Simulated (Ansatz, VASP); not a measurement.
# TiSi2: VASP beside Ansatz

```
Ti Si
1.0
     0.00000    4.11800    4.26150
     2.38650    0.00000    4.26150
     2.38650    4.11800    0.00000
Ti Si
2 4
Direct
  0.75000 0.75000 0.75000
  0.50000 0.50000 0.50000
  0.08690 0.41310 0.08690
  0.41310 0.08690 0.41310
  0.16310 0.83690 0.16310
  0.83690 0.16310 0.83690
```

Alike in both runs: functional PBE; k mesh 9 × 9 × 9; occupations methfessel-paxton of order 1, width 0.2 eV; no spin polarisation.

Ansatz relaxed the structure, and its values are those at the end. VASP's run is a single point on that final structure, the one shown.

|  | VASP | Ansatz |
| --- | --- | --- |
| version | VASP 6.6.1 | Ansatz 0.2.0 |
| potentials or method | VASP PAW PBE potentials, release 64 (Ti_sv, Si) | scalar-relativistic, plane waves, PAW |
| plane-wave cutoff (eV) | 520 | 420 |
| valence electrons in the cell | 40 | 40 |

```csv
,VASP,Ansatz,Ansatz less VASP
gap on the k mesh at the Fermi level (eV),none,none,-
pressure (GPa),2.3,2.3,+0.01
```

A gap of «none» marks a metal or a gap that the smearing closes. Ansatz's warnings: stress scf threshold loose.
